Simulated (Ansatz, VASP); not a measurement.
# Yb in VASP and in Ansatz

```
Yb
1.0
    -1.86036    1.86036    1.86036
     1.86036   -1.86036    1.86036
     1.86036    1.86036   -1.86036
Yb
1
Direct
  0.00000 0.00000 0.00000
```

Alike in both runs: task single point; functional LDA; k mesh 13 × 13 × 13; occupations fermi-dirac, width 0.1 eV; no spin polarisation.

|  | VASP | Ansatz |
| --- | --- | --- |
| version | VASP 6.6.1 | Ansatz 0.2.0 |
| potentials or method | VASP PAW PBE potentials, release 64 (Yb), cutoff 520 eV | plane waves (420 eV) with PAW, scalar-relativistic |
| valence electrons in the cell | 24 | 24 |

|  | VASP | Ansatz | Ansatz less VASP |
| --- | --- | --- | --- |
| pressure (GPa) | 6.7 | 4.4 | -2.28 |

VASP's potentials were made for PBE, not for LDA, and Ansatz warns of the same on its side. LDA's correlation is that of Perdew and Zunger in VASP and of Perdew and Wang (1992) in Ansatz.

Neither program's run includes spin-orbit coupling.
